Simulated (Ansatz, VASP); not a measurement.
One calculation of NaTa3O3, two programs

```xyz
7
Lattice="4.3674 0.0000 0.0000 0.0000 4.3674 0.0000 0.0000 0.0000 4.3674" Properties=species:S:1:pos:R:3 pbc="T T T"
Na    2.1837    2.1837    2.1837
Ta    0.0000    2.1837    0.0000
Ta    0.0000    0.0000    2.1837
Ta    2.1837    0.0000    0.0000
O     2.1837    0.0000    2.1837
O     2.1837    2.1837    0.0000
O     0.0000    2.1837    2.1837
```

Change from the starting cell: species swapped into the LiCu3O3 type (Pm-3m, No. 221).

Alike in both runs: functional PBE; k mesh 4 × 4 × 4; occupations gaussian, width 0.2 eV; no spin polarisation.

Ansatz relaxed the structure, and its values are those at the end. VASP's run is a single point on that final structure, the one shown.

|  | VASP | Ansatz |
| --- | --- | --- |
| version | VASP 6.6.1 | Ansatz 0.2.0 |
| potentials or method | VASP PAW PBE potentials, release 64 (Na_pv, Ta_pv, O), cutoff 520 eV | scalar-relativistic, plane waves, PAW |
| valence electrons in the cell | 58 | 66 |

Ansatz gave:

| Property | Result |
| --- | --- |
| gap on the k mesh at the Fermi level (eV) | none |
| pressure (GPa) | -0.2 |

Problem. What did VASP give for the same quantities?

Solution. gap on the k mesh at the Fermi level (eV): none; pressure (GPa): 0.3.

A gap of «none» marks a metal or a gap that the smearing closes. The functional is the same, so the differences come from potentials, cutoffs and numerics. VASP's potentials hold 58 valence electrons a cell and Ansatz's 66, so a difference there can come from the potentials and not from the codes.

Spin-orbit coupling is off throughout.
